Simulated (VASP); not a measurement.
# MnF2 (P4_2/mnm) in VASP: notebook

MnF2 is run at these levels: revPBE+D3(BJ)+U, revPBE+D4+U; tasks: single point.

Program: VASP 6.6.1. These are calculated values, not measurements. Logs are shortened: lines on timing, memory, paths and dates and some standing lists are left out, and cuts for length are marked.

**1. The cell of the first run**

The structure is tetragonal, space group P4_2/mnm (No. 136). Conventional cell: a = 4.848 Å, b = 4.848 Å, c = 3.345 Å, α = 90.00°, β = 90.00°, γ = 90.00°. Mn (site symmetry mmm) has 6 F at 2.09 to 2.14 Å within 2.8 Å. F (site symmetry m2m) has 3 Mn at 2.09 to 2.14 Å and 1 F at 2.68 Å within 2.8 Å.

**2. Single point, revPBE+D3(BJ)+U, collinear spin, ferromagnetic start**

File INCAR:

```
SYSTEM = MnF2
PREC = Accurate
ENCUT = 520
EDIFF = 1E-6
ISMEAR = 0
SIGMA = 0.05
LREAL = .False.
LASPH = .True.
NELM = 150
ALGO = Normal
ISIF = 2
LWAVE = .False.
LCHARG = .False.
ISPIN = 2
MAGMOM = 4.65 4.65 0 0 0 0
LORBIT = 11
LMAXMIX = 4
LDAU = .True.
LDAUTYPE = 2
LDAUL = 2 -1
LDAUU = 3.9 0
LDAUJ = 0 0
LDAUPRINT = 1
GGA = RE
IVDW = 12
NBANDS = 40
```

File KPOINTS:

```
regular mesh
0
Gamma
  6 6 8
  0 0 0
```

File POSCAR:

```
MnF2
1.0
    4.8481137059      0.0000000000      0.0000000000
    0.0000000000      4.8481137059      0.0000000000
    0.0000000000      0.0000000000      3.3445162245
Mn F
2 4
Direct
    0.0000000000      0.0000000000      0.0000000000
    0.5000000000      0.5000000000      0.5000000000
    0.3045564104      0.3045564104      0.0000000000
    0.1954435896      0.8045564104      0.5000000000
    0.6954435896      0.6954435896      0.0000000000
    0.8045564104      0.1954435896      0.5000000000
```

Potentials or basis: VASP PAW PBE potentials, release 64 (Mn_pv, F).

Command:

```console
$ cat potpaw_PBE.64/Mn_pv/POTCAR potpaw_PBE.64/F/POTCAR > POTCAR
$ mpirun -np 1 vasp_std > vasp.out
```

OUTCAR:

```text
SYSTEM = MnF2
   PREC = Accurate
   ENCUT = 520
   EDIFF = 1E-6
   ISMEAR = 0
   LREAL = .False.
   LASPH = .True.
   NELM = 150
   ISIF = 2
   ISPIN = 2
   LORBIT = 11
   GGA = RE
   IVDW = 12
 IVDW          = 12

 ion  position               nearest neighbor table
   1  0.000  0.000  0.000-   3 2.09   5 2.09   4 2.14   6 2.14   4 2.14   6 2.14
   2  0.500  0.500  0.500-   4 2.09   6 2.09   5 2.14   3 2.14   3 2.14   5 2.14
   3  0.305  0.305  0.000-   1 2.09   2 2.14   2 2.14
   4  0.195  0.805  0.500-   2 2.09   1 2.14   1 2.14
   5  0.695  0.695  0.000-   1 2.09   2 2.14   2 2.14
   6  0.805  0.195  0.500-   2 2.09   1 2.14   1 2.14

  LATTYP: Found a simple tetragonal cell.
 ALAT       =     4.8481137059
 C/A-ratio  =     0.6898592788

  Lattice vectors:

 A1 = (   4.8481137059,   0.0000000000,   0.0000000000)
 A2 = (   0.0000000000,   4.8481137059,   0.0000000000)
 A3 = (   0.0000000000,   0.0000000000,   3.3445162245)

Analysis of symmetry for initial positions (statically):
=====================================================================
 Subroutine PRICEL returns:
 Original cell was already a primitive cell.

 Routine SETGRP: Setting up the symmetry group for a
 simple tetragonal supercell.

 Subroutine GETGRP returns: Found 16 space group operations
 (whereof  8 operations were pure point group operations)
 out of a pool of 16 trial point group operations.

The static configuration has the point symmetry D_2h.
 The point group associated with its full space group is D_4h.

Analysis of symmetry for dynamics (positions and initial velocities):
=====================================================================
 Subroutine PRICEL returns:
 Original cell was already a primitive cell.

 Routine SETGRP: Setting up the symmetry group for a
 simple tetragonal supercell.

 Subroutine GETGRP returns: Found 16 space group operations
 (whereof  8 operations were pure point group operations)
 out of a pool of 16 trial point group operations.

The dynamic configuration has the point symmetry D_2h.
 The point group associated with its full space group is D_4h.

Analysis of structural, dynamic, and magnetic symmetry:
=====================================================================
 Subroutine PRICEL returns:
 Original cell was already a primitive cell.

 Routine SETGRP: Setting up the symmetry group for a
 simple tetragonal supercell.

 Subroutine GETGRP returns: Found 16 space group operations
 (whereof  8 operations were pure point group operations)
 out of a pool of 16 trial point group operations.

The overall configuration has the point symmetry D_2h.
 The point group associated with its full space group is D_4h.

 Subroutine INISYM returns: Found 16 space group operations
 (whereof  8 operations are pure point group operations),
 and found     1 'primitive' translations

----------------------------------------------------------------------------------------

                                     Primitive cell

  volume of cell :      78.6102

  direct lattice vectors                    reciprocal lattice vectors
     4.848113706  0.000000000  0.000000000     0.206265789  0.000000000  0.000000000
     0.000000000  4.848113706  0.000000000     0.000000000  0.206265789  0.000000000
     0.000000000  0.000000000  3.344516224     0.000000000  0.000000000  0.298996905

  length of vectors
     4.848113706  4.848113706  3.344516224     0.206265789  0.206265789  0.298996905
[... 157 lines left out ...]
  o =  0.0139  v =  0.0000  0.0000  0.0000  0.0000  0.0000  0.0000  0.7071  0.0000  0.7071 -0.0000      0.0000  0.0000  0.0000  0.0000  0.0000  0.0000  0.0000  0.0000  0.0000  0.0000
  o =  0.0538  v =  0.0000  0.0000  0.0000  0.0000  0.0000  0.0000  0.7071  0.0000 -0.7071 -0.0000      0.0000  0.0000  0.0000  0.0000  0.0000  0.0000  0.0000  0.0000  0.0000  0.0000
  o =  0.0626  v =  0.0000  0.0000  0.0000  0.0000  0.0000 -0.8039  0.0000  0.5948  0.0000  0.0000      0.0000  0.0000  0.0000  0.0000  0.0000  0.0000  0.0000  0.0000  0.0000  0.0000
  o =  0.9460  v = -0.6184  0.0000 -0.7858  0.0000 -0.0000  0.0000  0.0000  0.0000  0.0000  0.0000      0.0000  0.0000  0.0000  0.0000  0.0000  0.0000  0.0000  0.0000  0.0000  0.0000
  o =  0.9497  v = -0.0000 -0.0000 -0.0000  0.0000  1.0000  0.0000  0.0000  0.0000  0.0000  0.0000      0.0000  0.0000  0.0000  0.0000  0.0000  0.0000  0.0000  0.0000  0.0000  0.0000
  o =  0.9499  v =  0.0000 -0.7071  0.0000 -0.7071 -0.0000  0.0000  0.0000  0.0000  0.0000  0.0000      0.0000  0.0000  0.0000  0.0000  0.0000  0.0000  0.0000  0.0000  0.0000  0.0000
  o =  0.9811  v =  0.0000  0.7071  0.0000 -0.7071  0.0000  0.0000  0.0000  0.0000  0.0000  0.0000      0.0000  0.0000  0.0000  0.0000  0.0000  0.0000  0.0000  0.0000  0.0000  0.0000
  o =  0.9867  v = -0.7858  0.0000  0.6184  0.0000 -0.0000  0.0000  0.0000  0.0000  0.0000  0.0000      0.0000  0.0000  0.0000  0.0000  0.0000  0.0000  0.0000  0.0000  0.0000  0.0000

atom =   2  type =  1  l = 2

 onsite density matrix

spin component  1

  0.9711  0.0000  0.0198  0.0000 -0.0000
  0.0000  0.9655  0.0000  0.0156  0.0000
  0.0198  0.0000  0.9615  0.0000 -0.0000
  0.0000  0.0156  0.0000  0.9655  0.0000
 -0.0000  0.0000 -0.0000  0.0000  0.9497

spin component  2

  0.0442  0.0000  0.0250  0.0000 -0.0000
  0.0000  0.0338  0.0000  0.0199  0.0000
  0.0250  0.0000  0.0289  0.0000  0.0000
  0.0000  0.0199  0.0000  0.0338  0.0000
 -0.0000  0.0000  0.0000  0.0000  0.0130

 occupancies and eigenvectors

  o =  0.0105  v =  0.0000  0.0000  0.0000  0.0000  0.0000 -0.5948 -0.0000  0.8039  0.0000 -0.0000      0.0000  0.0000  0.0000  0.0000  0.0000  0.0000  0.0000  0.0000  0.0000  0.0000
  o =  0.0130  v =  0.0000  0.0000  0.0000  0.0000  0.0000 -0.0000  0.0000  0.0000  0.0000  1.0000      0.0000  0.0000  0.0000  0.0000  0.0000  0.0000  0.0000  0.0000  0.0000  0.0000
  o =  0.0139  v =  0.0000  0.0000  0.0000  0.0000  0.0000  0.0000  0.7071  0.0000 -0.7071 -0.0000      0.0000  0.0000  0.0000  0.0000  0.0000  0.0000  0.0000  0.0000  0.0000  0.0000
  o =  0.0538  v =  0.0000  0.0000  0.0000  0.0000  0.0000  0.0000 -0.7071  0.0000 -0.7071  0.0000      0.0000  0.0000  0.0000  0.0000  0.0000  0.0000  0.0000  0.0000  0.0000  0.0000
  o =  0.0626  v =  0.0000  0.0000  0.0000  0.0000  0.0000 -0.8039 -0.0000 -0.5948  0.0000 -0.0000      0.0000  0.0000  0.0000  0.0000  0.0000  0.0000  0.0000  0.0000  0.0000  0.0000
  o =  0.9460  v = -0.6184  0.0000  0.7858  0.0000 -0.0000  0.0000  0.0000  0.0000  0.0000  0.0000      0.0000  0.0000  0.0000  0.0000  0.0000  0.0000  0.0000  0.0000  0.0000  0.0000
  o =  0.9497  v =  0.0000 -0.0000 -0.0000  0.0000 -1.0000  0.0000  0.0000  0.0000  0.0000  0.0000      0.0000  0.0000  0.0000  0.0000  0.0000  0.0000  0.0000  0.0000  0.0000  0.0000
  o =  0.9499  v =  0.0000 -0.7071  0.0000  0.7071  0.0000  0.0000  0.0000  0.0000  0.0000  0.0000      0.0000  0.0000  0.0000  0.0000  0.0000  0.0000  0.0000  0.0000  0.0000  0.0000
  o =  0.9811  v =  0.0000 -0.7071  0.0000 -0.7071  0.0000  0.0000  0.0000  0.0000  0.0000  0.0000      0.0000  0.0000  0.0000  0.0000  0.0000  0.0000  0.0000  0.0000  0.0000  0.0000
  o =  0.9867  v = -0.7858  0.0000 -0.6184  0.0000  0.0000  0.0000  0.0000  0.0000  0.0000  0.0000      0.0000  0.0000  0.0000  0.0000  0.0000  0.0000  0.0000  0.0000  0.0000  0.0000

 number of electron      54.0000014 magnetization      10.0000023

 Free energy of the ion-electron system (eV)
  ---------------------------------------------------
  ext. energy  EPLUGINS =         0.00000000
  ---------------------------------------------------
  free energy    TOTEN  =       -36.43578189 eV

  energy without entropy =      -36.43578189  energy(sigma->0) =      -36.43578189

 E-fermi :   2.5151     XC(G=0):  -9.4066

 val. band max:        2.3037280580   @ k =   0.0000   0.0000   0.0000
 cond. band min:       4.8710580553   @ k =   0.0000   0.0000   0.0000
 fundamental gap:      2.5673299973
 Fermi energy:         2.5151041440

 spin component 1

 k-point     1 :       0.0000    0.0000    0.0000
  band No.  band energies     occupation
      1     -46.7035      1.00000
      2     -46.7035      1.00000
      3     -46.6328      1.00000
      4     -46.6309      1.00000
      5     -46.6296      1.00000
      6     -46.6296      1.00000
[... 2009 lines left out ...]
     38      14.9693      0.00000
     39      15.5948      0.00000

 [... further k-points ...]

 [bands above 39 left out]

------------------------ aborting loop because EDIFF is reached ----------------------------------------

 Edisp (eV)   -1.73598

 E8    (eV) :    -1.1320

  FORCE on cell =-STRESS in cart. coord.  units (eV):
  Direction    XX          YY          ZZ          XY          YZ          ZX
  --------------------------------------------------------------------------------------
  -------------------------------------------------------------------------------------
  Total       2.12108     2.12108     1.98110    -0.00000     0.00000     0.00000
  in kB      43.23033    43.23033    40.37741    -0.00000     0.00000     0.00000
  external pressure =       42.28 kB  Pullay stress =        0.00 kB

 VOLUME and BASIS-vectors are now :
 -----------------------------------------------------------------------------
  energy-cutoff  :      520.00
  volume of cell :       78.61
      direct lattice vectors                 reciprocal lattice vectors
     4.848113706  0.000000000  0.000000000     0.206265789  0.000000000  0.000000000
     0.000000000  4.848113706  0.000000000     0.000000000  0.206265789  0.000000000
     0.000000000  0.000000000  3.344516224     0.000000000  0.000000000  0.298996905

 POSITION                                       TOTAL-FORCE (eV/Angst)
 -----------------------------------------------------------------------------------
      0.00000      0.00000      0.00000         0.000000      0.000000      0.000000
      2.42406      2.42406      1.67226         0.000000      0.000000      0.000000
      1.47652      1.47652      0.00000         0.009402      0.009402     -0.000000
      0.94753      3.90058      1.67226        -0.009402      0.009402     -0.000000
      3.37159      3.37159      0.00000        -0.009402     -0.009402      0.000000
      3.90058      0.94753      1.67226         0.009402     -0.009402      0.000000
 -----------------------------------------------------------------------------------
    total drift:                                0.000000      0.000000      0.000000

  FREE ENERGIE OF THE ION-ELECTRON SYSTEM (eV)
  ---------------------------------------------------
  free  energy   TOTEN  =       -38.1717636730 eV

  energy  without entropy=      -38.1717636730  energy(sigma->0) =      -38.17176367

 total charge

# of ion       s       p       d       tot
------------------------------------------
    1        0.161   6.145   4.949  11.255
    2        0.161   6.145   4.949  11.255
    3        1.737   4.392   0.000   6.129
    4        1.737   4.392   0.000   6.129
    5        1.737   4.392   0.000   6.129
    6        1.737   4.392   0.000   6.129
--------------------------------------------------
tot          7.270  29.858   9.898  47.025

 magnetization (x)

# of ion       s       p       d       tot
------------------------------------------
    1        0.024   0.023   4.650   4.697
    2        0.024   0.023   4.650   4.697
    3        0.007   0.047   0.000   0.054
    4        0.007   0.047   0.000   0.054
    5        0.007   0.047   0.000   0.054
    6        0.007   0.047   0.000   0.054
--------------------------------------------------
tot          0.074   0.235   9.301   9.610
```

Wall time 6.5 min (1 thread of AMD EPYC 7R13, shared host); peak memory 0.33 GiB.

What came out:

| Property | Result |
| --- | --- |
| Free energy | -38.1718 eV |
| Pressure | 4.2 GPa |
| Largest force | 0.013 eV/Å |
| Band gap on the k mesh | 2.57 eV |
| Net moment | 10.00 μB per cell |
| Site moments | Mn +4.70; F +0.05 μB |
| Valence electrons inside the program's atomic spheres | Mn 11.26; F 6.13 |
| Dispersion energy per atom | -0.289 eV |

Forces on the atoms (eV/Å):
```
Mn   0.000  0.000  0.000
Mn   0.000  0.000  0.000
F    0.009  0.009  0.000
F   -0.009  0.009  0.000
F   -0.009 -0.009  0.000
F    0.009 -0.009  0.000
```

Stress tensor (GPa, compression positive):
```
4.32 0.00 0.00
0.00 4.32 0.00
0.00 0.00 4.04
```

Eigenvalues of the final occupation matrices:
| site | spin | trace | eigenvalues |
| --- | --- | --- | --- |
| site 1 d | 1 | 4.81 | 0.95 0.95 0.95 0.98 0.99 |
| site 1 d | 2 | 0.15 | 0.01 0.01 0.01 0.05 0.06 |
| site 2 d | 1 | 4.81 | 0.95 0.95 0.95 0.98 0.99 |
| site 2 d | 2 | 0.15 | 0.01 0.01 0.01 0.05 0.06 |

Caveat: the cell stands under pressure; the PAW data sets were made with another functional, which shifts forces and pressure a little; only a ferromagnetic start was run, and an antiferromagnetic order may lie lower in energy. The state reached can hang on the start; a lower one may exist.

**3. Single point, revPBE+D4+U, collinear spin, ferromagnetic start (13.59 Å³/atom)**

This run uses another cell than the first one, of 13.59 Å³/atom.

File INCAR:

```
SYSTEM = MnF2
PREC     = Accurate       ! precision mode
ENCUT    = 520            ! plane-wave cutoff, eV
EDIFF    = 1E-6           ! SCF threshold, eV
ISMEAR   = 0              ! smearing method
SIGMA    = 0.05           ! smearing width, eV
LREAL    = .False.        ! projectors in reciprocal space
LASPH    = .True.         ! aspherical terms in the spheres
NELM     = 150            ! most SCF steps
ALGO     = Normal         ! electronic algorithm
ISIF     = 2              ! what is computed and relaxed
LWAVE    = .False.        ! write WAVECAR
LCHARG   = .False.        ! write CHGCAR
ISPIN    = 2              ! spin polarisation
MAGMOM   = 4.69 4.69 0.07 0.07 0.07 0.07 ! initial moments
LORBIT   = 11             ! projections on sites
LMAXMIX  = 4              ! l up to which the mixer works
LDAU     = .True.         ! DFT+U
LDAUTYPE = 2            
LDAUL    = 2 -1           ! shell
LDAUU    = 3.9 0          ! U, eV
LDAUJ    = 0 0          
LDAUPRINT= 1            
GGA      = RE             ! functional
IVDW     = 13             ! dispersion correction
NBANDS   = 40             ! bands
```

KPOINTS is that of step 2.

File POSCAR:

```
MnF2
1.0
    4.9155105424      0.0000000000      0.0000000000
    0.0000000000      4.9155105424      0.0000000000
    0.0000000000      0.0000000000      3.3747891048
Mn F
2 4
Direct
    0.0000000000      0.0000000000      0.0000000000
    0.5000000000      0.5000000000      0.5000000000
    0.3047926695      0.3047926695      0.0000000000
    0.1952073305      0.8047926695      0.5000000000
    0.6952073305      0.6952073305      0.0000000000
    0.8047926695      0.1952073305      0.5000000000
```

Potentials or basis: VASP PAW PBE potentials, release 64 (Mn_pv, F).

Command:

```console
$ cat potpaw_PBE.64/Mn_pv/POTCAR potpaw_PBE.64/F/POTCAR > POTCAR
$ mpirun -np 1 vasp_std > vasp.out
```

Wall time 6.6 min (1 thread of Intel Xeon 8259CL, shared host); peak memory 0.38 GiB.

The run converged. Its results:

```yaml
Free_energy: -38.2722 eV
Pressure: 0.9 GPa
Largest_force: 0.005 eV/Å
Band_gap_on_the_k_mesh: 2.63 eV
Net_moment: 10.00 μB per cell
Site_moments: Mn +4.70; F +0.05 μB
Valence_electrons_inside_the_program's_atomic_spheres: Mn 11.22; F 6.12
Dispersion_energy_per_atom: -0.286 eV
```

Forces on the atoms (eV/Å):
```
Mn   0.000  0.000  0.000
Mn   0.000  0.000  0.000
F    0.003  0.003  0.000
F   -0.003  0.003  0.000
F   -0.003 -0.003  0.000
F    0.003 -0.003  0.000
```

Stress tensor (GPa, compression positive):
```
0.94 0.00 0.00
0.00 0.94 0.00
0.00 0.00 0.67
```

Levels at points of the mesh, in eV from the valence-band top:
Spin up:
| k point | band 28 | band 29 | band 30 | band 31 | band 32 | band 33 | band 34 | band 35 | band 36 | band 37 |
| --- | --- | --- | --- | --- | --- | --- | --- | --- | --- | --- |
| (0.00, 0.00, 0.00) | -2.15 | -1.62 | -0.58 | -0.58 | 0.00 | 2.63 | 8.02 | 8.02 | 8.95 | 11.13 |
| (0.50, 0.00, 0.00) | -2.04 | -0.84 | -0.84 | -0.71 | -0.71 | 4.95 | 4.95 | 9.24 | 9.24 | 11.26 |
| (0.50, 0.50, 0.00) | -1.87 | -1.25 | -1.25 | -0.59 | -0.59 | 6.26 | 6.26 | 7.16 | 7.16 | 13.30 |
| (0.00, 0.00, 0.50) | -1.83 | -1.45 | -1.45 | -1.14 | -1.14 | 7.06 | 7.06 | 10.94 | 10.94 | 10.94 |
| (0.50, 0.00, 0.50) | -2.16 | -1.74 | -1.74 | -0.29 | -0.29 | 8.13 | 8.13 | 8.38 | 8.38 | 12.28 |
| (0.50, 0.50, 0.50) | -2.04 | -1.47 | -1.47 | -0.88 | -0.88 | 7.99 | 7.99 | 9.52 | 9.52 | 10.20 |
Spin down:
```tsv
k point	band 18	band 19	band 20	band 21	band 22	band 23	band 24	band 25	band 26	band 27
(0.00, 0.00, 0.00)	-4.11	-3.45	-3.06	-3.06	-2.78	3.65	4.87	5.27	5.43	5.49
(0.50, 0.00, 0.00)	-3.94	-3.77	-3.77	-3.08	-3.08	5.02	5.02	5.56	5.56	5.61
(0.50, 0.50, 0.00)	-3.87	-3.49	-3.49	-3.34	-3.34	4.95	4.95	5.51	5.51	5.59
(0.00, 0.00, 0.50)	-3.98	-3.61	-3.61	-3.40	-3.40	5.35	5.35	5.39	5.39	5.45
(0.50, 0.00, 0.50)	-4.12	-3.43	-3.43	-3.25	-3.25	5.09	5.09	5.43	5.43	5.75
(0.50, 0.50, 0.50)	-3.95	-3.21	-3.21	-3.15	-3.15	5.37	5.37	5.39	5.39	5.61
```

Eigenvalues of the final occupation matrices:
```
    site  spin  trace               eigenvalues
site 1 d     1   4.81  0.95 0.95 0.95 0.98 0.98
site 1 d     2   0.14  0.01 0.01 0.01 0.05 0.06
site 2 d     1   4.81  0.95 0.95 0.95 0.98 0.98
site 2 d     2   0.14  0.01 0.01 0.01 0.05 0.06
```

Caveat: the PAW data sets were made with another functional, which shifts forces and pressure a little; only a ferromagnetic start was run, and an antiferromagnetic order may lie lower in energy. The state reached can hang on the start; a lower one may exist.
